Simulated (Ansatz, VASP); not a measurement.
# Bi2Te3: VASP beside Ansatz

The input INCAR:

```
PREC = Accurate
ENCUT = 520
EDIFF = 1E-8
ISMEAR = -1
SIGMA = 0.08
LREAL = False
LASPH = True
NELM = 100
ALGO = Normal
ISIF = 2
LWAVE = False
LCHARG = False
GGA = PE
LEFG = True
NBANDS = 32
```

The input KPOINTS:

```
Automatic mesh
0
Gamma
  7 7 7
```

File POSCAR:

```
Bi2Te3
1.0
    2.1272105416      1.2281455788     10.1656700000
   -2.1272105416      1.2281455788     10.1656700000
    0.0000000000     -2.4562911576     10.1656700000
Bi Te
2 3
Direct
    0.4000000000      0.4000000000      0.4000000000
    0.6000000000      0.6000000000      0.6000000000
    0.0000000000      0.0000000000      0.0000000000
    0.2095000000      0.2095000000      0.2095000000
    0.7905000000      0.7905000000      0.7905000000
```

Input for Ansatz:

```yaml
crystal:
  lattice:
    - [2.1272105416, 1.2281455788, 10.16567]
    - [-2.1272105416, 1.2281455788, 10.16567]
    - [0.0, -2.4562911576, 10.16567]
  atoms:
    - { symbol: Bi, position: [0.4, 0.4, 0.4] }
    - { symbol: Bi, position: [0.6, 0.6, 0.6] }
    - { symbol: Te, position: [0.0, 0.0, 0.0] }
    - { symbol: Te, position: [0.2095, 0.2095, 0.2095] }
    - { symbol: Te, position: [0.7905, 0.7905, 0.7905] }
kpoints:
  mp_grid: { grid: [7, 7, 7] }
scf:
  occupations: { method: fermi_dirac, width: 0.08 }
hamiltonian:
  xc: pbe
  pseudopotentials: { kind: paw }
output:
  forces: true
  stress: true
  eigenvalues: true
  efg: { contact_densities: true }
  write_density: true
  write_potential: true
  elf: true
  volumetric_format: npy
```

Change from the starting cell: equal xx and yy strain of -3 %, PAW files.

Alike in both runs: task electric field gradients; functional PBE; k mesh 7 × 7 × 7; occupations fermi-dirac, width 0.08 eV; no spin polarisation.

|  | VASP | Ansatz |
| --- | --- | --- |
| version | VASP 6.6.1 | Ansatz 0.2.0 |
| potentials or method | VASP PAW PBE potentials, release 64 (Bi_d, Te) | PAW with Ansatz's default frozen-core files, scalar-relativistic |
| plane-wave cutoff (eV) | 520 | 420 |
| valence electrons in the cell | 48 | 78 |

|  | VASP | Ansatz | Ansatz less VASP |
| --- | --- | --- | --- |
| pressure (GPa) | 5.6 | 5.6 | +0.01 |
| traceless stress, the component that is largest in VASP (GPa) | -0.64 | -0.64 | -0.005 |
| rms of the force components (eV/Å) | 0.128 | 0.121 | -0.0072 |
| size of Vzz on the site where it differs most (V/Å²) | 121.0 | 127.5 | +6.52 |

Atom by atom the forces differ by 0.007 eV/Å (rms over components). VASP's potentials hold 48 valence electrons a cell and Ansatz's 78, so a difference there can come from the potentials and not from the codes.

Spin-orbit coupling is off throughout.
